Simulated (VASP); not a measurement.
# P: single point with r2SCAN

P, a slab with vacuum:

```
P
1.0
     4.62749    0.00000    0.00000
     0.00000    3.29186    0.00000
     0.00000    0.00000   27.81958
P
4
Direct
  0.09124 0.00000 0.37893
  0.40876 0.50000 0.37893
  0.59124 0.50000 0.30404
  0.90876 0.00000 0.30404
```

```
Program             : VASP 6.6.1
Task                : single point
Functional          : r2SCAN
Potentials or basis : VASP PAW PBE potentials, release 64 (P)
Cutoff              : 520 eV
k mesh              : 6 × 8 × 1
Occupations         : gaussian, width 0.01 eV
Spin                : no spin polarisation
```

```
Largest force                          : 0.098 eV/Å
Band gap on the k mesh                 : 1.12 eV
Ionisation potential of the upper face : 5.22 eV
```

Forces in eV/Å, atoms in the order of the input:
```
P    0.079  0.000 -0.058
P   -0.079  0.000 -0.058
P    0.079  0.000  0.058
P   -0.079  0.000  0.058
```

Levels at points of the mesh, in eV from the valence-band top:
| k point | band 7 | band 8 | band 9 | band 10 | band 11 | band 12 | band 13 | band 14 |
| --- | --- | --- | --- | --- | --- | --- | --- | --- |
| (0.00, 0.00, 0.00) | -3.65 | -1.99 | -1.70 | 0.00 | 1.12 | 1.86 | 2.95 | 3.52 |
| (0.50, 0.00, 0.00) | -2.82 | -2.82 | -1.42 | -1.42 | 2.39 | 2.39 | 3.97 | 3.97 |
| (0.00, 0.50, 0.00) | -2.88 | -2.88 | -2.02 | -2.02 | 1.48 | 1.48 | 2.49 | 2.49 |
| (0.50, 0.50, 0.00) | -4.71 | -4.71 | -1.15 | -1.15 | 2.62 | 2.62 | 4.09 | 4.09 |

Run time: 24 min on 1 thread of Intel Xeon 8259CL (shared host), peak memory 0.53 GiB.

Caveat: the PAW data sets were made with another functional, which shifts forces and pressure a little.
